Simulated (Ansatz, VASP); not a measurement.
## SnSe: VASP beside Ansatz

Contents of INCAR:

```
SYSTEM = SnSe
ALGO = Normal
EDIFF = 1E-6
ENCUT = 500
GGA = PE
GGA_COMPAT = .FALSE.
ISIF = 2
ISMEAR = 0
LASPH = .TRUE.
LCHARG = .TRUE.
LELF = .TRUE.
LREAL = .FALSE.
LVHAR = .TRUE.
LWAVE = .FALSE.
NBANDS = 28
NELM = 120
PREC = Accurate
SIGMA = 0.01
```

KPOINTS

```
k-points
0
G
  6 6 4
  0 0 0
```

Contents of POSCAR:

```
SnSe
1.0
    5.0997223561      0.0000000000      0.0000000000
   -2.5498611781      4.4164891127      0.0000000000
    0.0000000000      0.0000000000      6.1245278614
Sn Se
2 2
Direct
    0.3333333333      0.6666666667      0.2500000000
    0.6666666667      0.3333333333      0.7500000000
    0.6666666667      0.3333333333      0.2500000000
    0.3333333333      0.6666666667      0.7500000000
```

Input for Ansatz:

```yaml
crystal:
  lattice:
    - [5.0997223561, 0.0, 0.0]
    - [-2.5498611781, 4.4164891127, 0.0]
    - [0.0, 0.0, 6.1245278614]
  atoms:
    - { symbol: Sn, position: [0.3333333333, 0.6666666667, 0.25] }
    - { symbol: Sn, position: [0.6666666667, 0.3333333333, 0.75] }
    - { symbol: Se, position: [0.6666666667, 0.3333333333, 0.25] }
    - { symbol: Se, position: [0.3333333333, 0.6666666667, 0.75] }
kpoints:
  mp_grid: { grid: [6, 6, 4] }
hamiltonian:
  xc: pbe
scf:
  occupations: { method: fixed }
  n_extra_bands: 5
output:
  forces: true
  stress: true
  eigenvalues: true
```

Alike in both runs: task single point; functional PBE; k mesh 6 × 6 × 4; no spin polarisation.

```csv
,VASP,Ansatz
version,VASP 6.6.1,Ansatz 0.2.0
potentials or method,"VASP PAW PBE potentials, release 64 (Sn_d, Se)","plane waves, PAW"
plane-wave cutoff (eV),500,420
occupations,"gaussian, width 0.01 eV",fixed
valence electrons in the cell,40,60
```

```csv
,VASP,Ansatz,Ansatz less VASP
gap on the k mesh at the Fermi level (eV),0.46,0.46,+0.001
pressure (GPa),0.0,0.0,0.00
```

VASP's potentials hold 40 valence electrons a cell and Ansatz's 60, so a difference there can come from the potentials and not from the codes.
